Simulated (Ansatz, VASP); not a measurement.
# Hf: VASP beside Ansatz

```
Hf
1.0
     1.60240    2.77545    0.00000
     0.00000    0.00000    5.06837
     4.80721   -2.77545    0.00000
Hf
4
Cartesian
  4.8072 -0.9251 1.2671
  1.6024 -0.9251 1.2671
  1.6024 0.9251 3.8013
  3.2048 -1.8503 3.8013
```

Alike in both runs: functional PBE; k mesh 14 × 10 × 8; occupations gaussian, width 0.1 eV; no spin polarisation.

Ansatz relaxed the structure, and its values are those at the end. VASP's run is a single point on that final structure, the one shown.

|  | VASP | Ansatz |
| --- | --- | --- |
| version | VASP 6.6.1 | Ansatz 0.2.0 |
| potentials or method | VASP PAW PBE potentials, release 64 (Hf_pv), cutoff 520 eV | scalar-relativistic, plane waves, PAW |
| valence electrons in the cell | 40 | 104 |

|  | VASP | Ansatz | Ansatz less VASP |
| --- | --- | --- | --- |
| gap on the k mesh at the Fermi level (eV) | none | none | - |
| pressure (GPa) | -0.5 | 0.0 | +0.44 |

A gap of «none» marks a metal or a gap that the smearing closes. VASP's potentials hold 40 valence electrons a cell and Ansatz's 104, so a difference there can come from the potentials and not from the codes.

Spin-orbit coupling is off throughout.
